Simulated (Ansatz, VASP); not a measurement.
**One calculation of C, two programs**

```
CELL_PARAMETERS angstrom
2.45888 0.00000 0.00000
-1.22944 2.12945 0.00000
0.00000 0.00000 7.30703
ATOMIC_POSITIONS crystal
C 0.00000 0.00000 0.25000
C 0.00000 0.00000 0.75000
C 0.33333 0.66667 0.25000
C 0.66667 0.33333 0.75000
```

Alike in both runs: task relaxation of cell and atoms; functional PBEsol; k mesh 21 × 21 × 6; occupations gaussian, width 0.1 eV; no spin polarisation.

```csv
,VASP,Ansatz
version,VASP 6.6.1,Ansatz 0.2.0
potentials or method,"VASP PAW PBE potentials, release 64 (C), cutoff 600 eV","scalar-relativistic, plane waves, PAW"
valence electrons in the cell,16,16
```

```csv
,VASP,Ansatz,Ansatz less VASP
"gap on the k mesh at the Fermi level, each at its own relaxed structure (eV)",none,none,-
relaxed volume (Å³/atom),9.20,9.57,+0.360
relaxed cell length with the largest relative difference (Å),7.028,7.307,+0.2794
```

VASP's potentials were made for PBE, not for PBEsol. A gap of «none» marks a metal or a gap that the smearing closes.
